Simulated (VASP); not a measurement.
A run of VASP 6.6.1 is set up as follows.

The input INCAR:

```
PREC = Accurate ; ENCUT = 520
EDIFF = 1E-6 ; ISMEAR = -1
SIGMA = 0.05 ; LREAL = False
LASPH = True ; NELM = 100
ALGO = Normal ; ISIF = 2
LWAVE = False ; LCHARG = False
GGA = PE ; NBANDS = 18
```

Contents of KPOINTS:

```
Automatic mesh
0
Gamma
  8 8 5
```

The input POSCAR:

```
PtS2
1.0
    3.4014720000      0.0000000000      0.0000000000
   -1.7007360000      2.9457611623      0.0000000000
    0.0000000000      0.0000000000      5.0388000000
Pt S
1 2
Direct
    0.0000000000      0.0000000000      0.0000000000
    0.6666666667      0.3333333333      0.7730000000
    0.3333333333      0.6666666667      0.2270000000
```

Potentials or basis: VASP PAW PBE potentials, release 64 (Pt, S).

Command:

```sh
$ cat potpaw_PBE.64/Pt/POTCAR potpaw_PBE.64/S/POTCAR > POTCAR
$ mpirun -np 1 vasp_std > vasp.out
```

Estimate the pressure.

31.1 GPa.

What does it give for the largest force?

2.712 eV/Å.

Estimate the band gap on the k mesh.

1.16 eV, indirect (least direct gap 1.26 eV).

Stress tensor (GPa, compression positive):
```
35.01  0.00  0.00
 0.00 35.01  0.00
 0.00  0.00 23.20
```

Caveat: spin-orbit coupling is left out, which moves the levels of the heavy elements; forces of over 1 eV/Å act on the atoms, so gaps and moduli don't describe the material at rest. A k mesh can miss the band edges.
